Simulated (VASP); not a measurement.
# WC (Qusongite) (P-6m2) in VASP: further runs, part 2 of 2

VASP 6.6.1. The steps go on from the part before.

## 3. Single point, PBE

This run uses another cell than the first one, of 9.97 Å³/atom, 1.042 times its volume.

Contents of INCAR:

```
PREC = Accurate
ENCUT = 520
EDIFF = 1E-6
ISMEAR = -1
SIGMA = 0.05
LREAL = F
LASPH = T
NELM = 80
ALGO = Normal
ISIF = 2
LWAVE = F
LCHARG = F
GGA = PE
NBANDS = 16
```

Contents of KPOINTS:

```
Automatic mesh
0
Gamma
  9 9 8
```

Contents of POSCAR:

```
WC
1.0
    2.8483700000      0.0000000000      0.0000000000
   -1.4241850000      2.4667607794      0.0000000000
    0.0000000000      0.0000000000      2.8366000000
W C
1 1
Direct
    0.0000000000      0.0000000000      0.0000000000
    0.6666666667      0.3333333333      0.5000000000
```

Potentials or basis: VASP PAW PBE potentials, release 64 (W_sv, C).

Launch:

```bash
$ cat potpaw_PBE.64/W_sv/POTCAR potpaw_PBE.64/C/POTCAR > POTCAR
$ mpirun -np 1 vasp_std > vasp.out
```

OUTCAR:

```text
PREC = Accurate
   ENCUT = 520
   EDIFF = 1E-6
   ISMEAR = -1
   LREAL = F
   LASPH = T
   NELM = 80
   ISIF = 2
   GGA = PE

 ion  position               nearest neighbor table
   1  0.000  0.000  0.000-   2 2.17   2 2.17   2 2.17   2 2.17   2 2.17   2 2.17
   2  0.667  0.333  0.500-   1 2.17   1 2.17   1 2.17   1 2.17   1 2.17   1 2.17

  LATTYP: Found a hexagonal cell.
 ALAT       =     2.8483700000
 C/A-ratio  =     0.9958678121

  Lattice vectors:

 A1 = (   2.8483700000,   0.0000000000,   0.0000000000)
 A2 = (  -1.4241850000,   2.4667607794,   0.0000000000)
 A3 = (   0.0000000000,   0.0000000000,   2.8366000000)

Analysis of symmetry for initial positions (statically):
=====================================================================
 Subroutine PRICEL returns:
 Original cell was already a primitive cell.

 Routine SETGRP: Setting up the symmetry group for a
 hexagonal supercell.

 Subroutine GETGRP returns: Found 12 space group operations
 (whereof 12 operations were pure point group operations)
 out of a pool of 24 trial point group operations.

The static configuration has the point symmetry D_3h.

Analysis of symmetry for dynamics (positions and initial velocities):
=====================================================================
 Subroutine PRICEL returns:
 Original cell was already a primitive cell.

 Routine SETGRP: Setting up the symmetry group for a
 hexagonal supercell.

 Subroutine GETGRP returns: Found 12 space group operations
 (whereof 12 operations were pure point group operations)
 out of a pool of 24 trial point group operations.

The dynamic configuration has the point symmetry D_3h.

 Subroutine INISYM returns: Found 12 space group operations
 (whereof 12 operations are pure point group operations),
 and found     1 'primitive' translations

----------------------------------------------------------------------------------------

                                     Primitive cell

  volume of cell :      19.9307

  direct lattice vectors                    reciprocal lattice vectors
     2.848370000  0.000000000  0.000000000     0.351077985  0.202694969  0.000000000
    -1.424185000  2.466760779  0.000000000     0.000000000  0.405389938  0.000000000
     0.000000000  0.000000000  2.836600000     0.000000000  0.000000000  0.352534725

  length of vectors
     2.848370000  2.848370000  2.836600000     0.405389938  0.405389938  0.352534725

  position of ions in fractional coordinates (direct lattice)
     0.000000000  0.000000000  0.000000000
     0.666666667  0.333333333  0.500000000

  ion indices of the primitive-cell ions
   primitive index   ion index
                 1           1
                 2           2

----------------------------------------------------------------------------------------

 KPOINTS: Automatic mesh

Automatic generation of k-mesh.
 Grid dimensions read from file:
 generate k-points for:    9    9    8

 Generating k-lattice:

  Cartesian coordinates                     Fractional coordinates (reciprocal lattice)
     0.039008665  0.022521663  0.000000000     0.111111111  0.000000000  0.000000000
     0.000000000  0.045043326  0.000000000     0.000000000  0.111111111  0.000000000
     0.000000000  0.000000000  0.044066841     0.000000000  0.000000000  0.125000000

  Length of vectors
     0.045043326  0.045043326  0.044066841

  Shift w.r.t. Gamma in fractional coordinates (k-lattice)
     0.000000000  0.000000000  0.000000000

 Subroutine IBZKPT returns following result:
 ===========================================

 Found     60 irreducible k-points:

 Following reciprocal coordinates:
            Coordinates               Weight
  0.000000  0.000000  0.000000      1.000000
  0.111111  0.000000  0.000000      6.000000
  0.222222  0.000000  0.000000      6.000000
  0.333333  0.000000  0.000000      6.000000
  0.444444  0.000000  0.000000      6.000000
  0.111111  0.111111  0.000000      6.000000
[... 16 lines left out ...]
  0.333333  0.222222  0.125000     24.000000
  0.333333  0.333333  0.125000      4.000000
 [... further k-points ...]
   k-points           NKPTS =     60   k-points in BZ     NKDIM =     60   number of bands    NBANDS=     16
   number of dos      NEDOS =    301   number of ions     NIONS =      2
   total plane-waves  NPLWV =  13824
   dimension x,y,z NGX =    24 NGY =   24 NGZ =   24
   dimension x,y,z NGXF=    48 NGYF=   48 NGZF=   48
   ions per type =               1   1
   NGX,Y,Z   is equivalent  to a cutoff of  14.01, 14.01, 14.07 a.u.
   NGXF,Y,Z  is equivalent  to a cutoff of  28.02, 28.02, 28.13 a.u.
 SYSTEM =  unknown system
   PREC   = accura    normal or accurate (medium, high low for compatibility)
   ISTART =      0    job   : 0-new  1-cont  2-samecut
   ICHARG =      2    charge: 1-file 2-atom 10-const
   ISPIN  =      1    spin polarized calculation?
   LNONCOLLINEAR =      F non collinear calculations
   LSORBIT =      F    spin-orbit coupling
   LASPH  =      T    aspherical Exc in radial PAW
   ENCUT  =  520.0 eV  38.22 Ry    6.18 a.u.   5.30  5.30  5.27*2*pi/ulx,y,z
   NELM   =     80;   NELMIN=  2; NELMDL= -5     # of ELM steps
   EDIFF  = 0.1E-05   stopping-criterion for ELM
   LREAL  =      F    real-space projection
   EDIFFG = 0.1E-04   stopping-criterion for IOM
   NSW    =      0    number of steps for IOM
   IBRION =     -1    ionic relax: 0-MD 1-quasi-New 2-CG
   NFREE  =      0    steps in history (QN), initial steepest desc. (CG)
   ISIF   =      2    stress and relaxation
   ISYM   =      2    0-nonsym 1-usesym 2-fastsym
   POTIM  = 0.5000    time-step for ionic-motion
   TEBEG  =    0.0;   TEEND  =   0.0 temperature during run
   PSTRESS=    0.0 pullay stress
   NELECT =      18.0000    total number of electrons
   NUPDOWN=      -1.0000    fix difference up-down
   EMIN   =  10.00;   EMAX   =-10.00  energy-range for DOS
[... 5 lines left out ...]
     AMIX     =   0.40;   BMIX     =  1.00
     AMIX_MAG =   1.60;   BMIX_MAG =  1.00
  volume/ion in A,a.u.               =       9.97        67.25
  Fermi-wavevector in a.u.,A,eV,Ry     =   1.582432  2.990364 34.070242  2.504092
  Thomas-Fermi vector in A             =   2.682356
   LORBIT       =      0    0 simple, 1 ext, 2 COOP (PROOUT), +10 PAW based schemes
   GGA     = PE    functional components
   LHFCALC =     F    Hartree Fock is set to
   AEXX    =    0.0000 exact exchange contribution
   IVDW    =     0    specifies the selected vdW correction
   LEPSILON=     F    determine dielectric tensor
   LRPA    =     F    only Hartree local field effects (RPA)
 non-spin polarized calculation
  energy-cutoff  :      520.00
  volume of cell :       19.93
 maximum number of plane-waves:       551
 NGX is ok and might be reduce to    24
   NGX = 11   NGY = 11   NGZ = 11

 number of electron      18.0000000 magnetization

 Free energy of the ion-electron system (eV)
  ---------------------------------------------------
  ext. energy  EPLUGINS =         0.00000000
  ---------------------------------------------------
  free energy    TOTEN  =       -22.35251060 eV

  energy without entropy =      -22.34951741  energy(sigma->0) =      -22.35101400

 E-fermi :  11.6728     XC(G=0): -14.0314

 val. band max:       11.6180972726   @ k =   0.0000   0.0000   0.1250
 cond. band min:      11.7011676203   @ k =   0.4444   0.0000   0.5000
 fundamental gap:      0.0830703478
 Fermi energy:        11.6728019454

 k-point     1 :       0.0000    0.0000    0.0000
  band No.  band energies     occupation
      1     -62.2513      2.00000
      2     -26.2867      2.00000
      3     -26.0785      2.00000
      4     -26.0785      2.00000
      5      -3.0950      2.00000
      6       7.0834      2.00000
[... 8 lines left out ...]
     15      26.3104      0.00000
     16      28.9162      0.00000

 k-point     2 :       0.1111    0.0000    0.0000
  band No.  band energies     occupation
      1     -62.2424      2.00000
      2     -26.2704      2.00000
      3     -26.2016      2.00000
      4     -26.1061      2.00000
      5      -2.7531      2.00000
      6       7.1711      2.00000
[... 8 lines left out ...]
     15      25.7911      0.00000
     16      29.6294      0.00000
[... 387 lines left out ...]
      5       0.9044      2.00000
      6       5.0697      2.00000
[... 8 lines left out ...]
     15      26.3280      0.00000
     16      29.2347      0.00000

 k-point    24 :       0.3333    0.3333    0.1250
  band No.  band energies     occupation
      1     -62.1592      2.00000
      2     -26.7912      2.00000
      3     -26.7276      2.00000
      4     -26.2326      2.00000
      5       1.2051      2.00000
      6       5.5228      2.00000
[... 8 lines left out ...]
     15      27.4202      0.00000
     16      28.0491      0.00000

 [... further k-points ...]
[... 5 lines left out ...]
  --------------------------------------------------------------------------------------
  -------------------------------------------------------------------------------------
  Total        3.5946346      3.5946346      1.8810463      0.0000000      0.0000000     -0.0000000
  in kB      288.9640340    288.9640340    151.2127921      0.0000000      0.0000000     -0.0000000
  external PRESSURE =     243.0469534 kB  Pullay stress =       0.0000000 kB

 VOLUME and BASIS-vectors are now :
 -----------------------------------------------------------------------------
  energy-cutoff  :      520.00
  volume of cell :       19.93
      direct lattice vectors                 reciprocal lattice vectors
     2.848370000  0.000000000  0.000000000     0.351077985  0.202694969  0.000000000
    -1.424185000  2.466760779  0.000000000     0.000000000  0.405389938  0.000000000
     0.000000000  0.000000000  2.836600000     0.000000000  0.000000000  0.352534725

 POSITION                                       TOTAL-FORCE (eV/Angst)
 -----------------------------------------------------------------------------------
      0.00000      0.00000      0.00000         0.000000     -0.000000      0.000000
      1.42419      0.82225      1.41830        -0.000000      0.000000      0.000000
 -----------------------------------------------------------------------------------
    total drift:                               -0.000000      0.000000      0.000000

  FREE ENERGIE OF THE ION-ELECTRON SYSTEM (eV)
  ---------------------------------------------------
  free  energy   TOTEN  =       -22.3525105991 eV

  energy  without entropy=      -22.3495174088  energy(sigma->0) =      -22.35101400
```

OSZICAR:

```text
N       E                     dE             d eps       ncg     rms          rms(c)
DAV:   1     0.109116393991E+03    0.10912E+03   -0.94029E+03  1928   0.126E+03
DAV:   2    -0.222974932131E+02   -0.13141E+03   -0.12711E+03  2240   0.336E+02
DAV:   3    -0.253803417773E+02   -0.30828E+01   -0.30727E+01  2184   0.489E+01
DAV:   4    -0.253956856653E+02   -0.15344E-01   -0.15343E-01  2424   0.389E+00
DAV:   5    -0.253957924208E+02   -0.10676E-03   -0.10676E-03  2208   0.307E-01    0.350E+01
DAV:   6    -0.224316145336E+02    0.29642E+01   -0.55147E+00  2280   0.257E+01    0.981E+00
DAV:   7    -0.223801140543E+02    0.51500E-01   -0.39743E-01  1992   0.491E+00    0.687E+00
DAV:   8    -0.223534063865E+02    0.26708E-01   -0.50110E-02  2176   0.197E+00    0.104E+00
DAV:   9    -0.223525611688E+02    0.84522E-03   -0.22822E-03  2056   0.376E-01    0.115E-01
DAV:  10    -0.223525127890E+02    0.48380E-04   -0.25402E-04  2344   0.184E-01    0.506E-02
DAV:  11    -0.223525111970E+02    0.15920E-05   -0.11011E-05  2152   0.326E-02    0.798E-03
DAV:  12    -0.223525105991E+02    0.59786E-06   -0.20777E-06  1800   0.129E-02
   1 F= -.22352511E+02 E0= -.22351014E+02  d E =-.299319E-02
```

stdout:

```text
POSCAR found type information on POSCAR W C
 POSCAR found :  2 types and       2 ions
 scaLAPACK will be used
 LDA part: xc-table for (Slater+PW92), standard interpolation
 POSCAR, INCAR and KPOINTS ok, starting setup
 FFT: planning ... GRIDC
 FFT: planning ... GRID_SOFT
 FFT: planning ... GRID
 WAVECAR not read
 entering main loop
```

It took 8.5 s on 1 thread of Intel Xeon Platinum 8488C (Sapphire Rapids), shared host; peak memory 0.15 GiB.

Results:

```yaml
Free_energy: -22.3525 eV
Pressure: 24.3 GPa
Band_gap_on_the_k_mesh: zero (band 9 reaches 12.40 eV, above the bottom of band 10 at 11.02 eV)
```

Levels at points of the mesh, in eV from the Fermi level:
| k point | band 6 | band 7 | band 8 | band 9 | band 10 | band 11 | band 12 | band 13 |
| --- | --- | --- | --- | --- | --- | --- | --- | --- |
| (0.00, 0.00, 0.00) | -4.59 | -3.36 | -3.36 | -0.12 | 3.38 | 3.38 | 5.75 | 5.75 |
| (0.00, 0.00, 0.50) | -8.95 | -1.93 | -1.93 | -0.65 | -0.65 | 3.45 | 4.73 | 4.73 |

Caveat: spin-orbit coupling is left out, which moves the levels of the heavy elements.

## 4. Single point, PBE

This run uses another cell than the first one, of 10.17 Å³/atom, 1.063 times its volume.

Contents of INCAR:

```
SYSTEM = WC
ALGO = Normal
EDIFF = 1E-6
ENCUT = 520
GGA = PE
ISIF = 2
ISMEAR = -1
LASPH = .TRUE.
LCHARG = .FALSE.
LREAL = .FALSE.
LWAVE = .FALSE.
NBANDS = 16
NELM = 100
PREC = Accurate
SIGMA = 0.05
```

Contents of KPOINTS:

```
k-points
0
G
  9 9 8
  0 0 0
```

Contents of POSCAR:

```
WC
1.0
    2.8774350000      0.0000000000      0.0000000000
   -1.4387175000      2.4919318077      0.0000000000
    0.0000000000      0.0000000000      2.8366000000
W C
1 1
Direct
    0.0000000000      0.0000000000      0.0000000000
    0.6666666667      0.3333333333      0.5000000000
```

Launch:

```bash
$ cat potpaw_PBE.64/W_sv/POTCAR potpaw_PBE.64/C/POTCAR > POTCAR
$ mpirun -np 1 vasp_std > vasp.out
```

Run time: 8.1 s. Hardware: 1 thread of Intel Xeon Platinum 8488C (Sapphire Rapids), shared host; peak memory 0.15 GiB.

Results (log left out):

- Free energy: -22.4116 eV
- Pressure: 15.1 GPa
- Band gap on the k mesh: zero (band 9 reaches 12.05 eV, above the bottom of band 10 at 10.76 eV)

Stress tensor (GPa, compression positive):
```
17.38  0.00  0.00
 0.00 17.38  0.00
 0.00  0.00 10.57
```

Levels at points of the mesh, in eV from the Fermi level:
```tsv
k point	band 7	band 8	band 9	band 10	band 11	band 12
(0.00, 0.00, 0.00)	-3.34	-3.34	-0.02	3.31	3.31	5.69
(0.00, 0.00, 0.50)	-1.98	-1.98	-0.61	-0.61	3.56	4.62
```

Caveat: spin-orbit coupling is left out, which moves the levels of the heavy elements.

## 5. Single point, PBE

This run uses another cell than the first one, of 10.38 Å³/atom, 1.085 times its volume.

Contents of INCAR:

```
ALGO = Normal
EDIFF = 1E-6
ENCUT = 520
GGA = PE
ISIF = 2
ISMEAR = -1
LASPH = T
LCHARG = F
LREAL = F
LWAVE = F
NBANDS = 16
NELM = 80
PREC = Accurate
SIGMA = 0.05
```

Contents of KPOINTS:

```
k-points
0
Gamma
  9 9 8
```

Contents of POSCAR:

```
WC
1.0
    2.9065000000      0.0000000000      0.0000000000
   -1.4532500000      2.5171028361      0.0000000000
    0.0000000000      0.0000000000      2.8366000000
W C
1 1
Direct
    0.0000000000      0.0000000000      0.0000000000
    0.6666666667      0.3333333333      0.5000000000
```

Launch:

```bash
$ cat potpaw_PBE.64/W_sv/POTCAR potpaw_PBE.64/C/POTCAR > POTCAR
$ mpirun -np 1 vasp_std > vasp.out
```

Wall time 11 s (1 thread of Intel Xeon Platinum 8488C (Sapphire Rapids), shared host); peak memory 0.15 GiB.

Results (log left out):

```
Free energy            : -22.4430 eV
Pressure               : 6.8 GPa
Band gap on the k mesh : zero (band 9 reaches 11.72 eV, above the bottom of band 10 at 10.50 eV)
```

Stress tensor (GPa, compression positive):
```
6.96 0.00 0.00
0.00 6.96 0.00
0.00 0.00 6.47
```

Levels at points of the mesh, in eV from the Fermi level:
```tsv
k point	band 6	band 7	band 8	band 9	band 10	band 11	band 12	band 13
(0.00, 0.00, 0.00)	-4.30	-3.32	-3.32	0.09	3.24	3.24	5.63	5.63
(0.00, 0.00, 0.50)	-8.64	-2.01	-2.01	-0.57	-0.57	3.67	4.53	4.53
```

Caveat: spin-orbit coupling is left out, which moves the levels of the heavy elements.

## 6. Overview

| cell | gap on the mesh (eV) | pressure (GPa) |
| --- | --- | --- |
| a = 2.790, b = 2.790, c = 2.837 Å, angles 90.0, 90.0, 120.0°, 2 atoms | none | 45.6 |
| a = 2.848, b = 2.848, c = 2.837 Å, angles 90.0, 90.0, 120.0°, 2 atoms | none | 24.3 |
| a = 2.877, b = 2.877, c = 2.837 Å, angles 90.0, 90.0, 120.0°, 2 atoms | none | 15.1 |
| a = 2.906, b = 2.907, c = 2.837 Å, angles 90.0, 90.0, 120.0°, 2 atoms | none | 6.8 |

Alike in all rows: task single point; level PBE; potentials or basis VASP PAW PBE potentials, release 64 (W_sv, C); no spin polarisation; k mesh 9 × 9 × 8; cutoff (eV) 520; smearing fermi-dirac 0.05 eV.

Caveats: spin-orbit coupling is left out, which moves the levels of the heavy elements.

Total energies depend on the potentials used, so only differences within one code and one set of settings carry meaning.
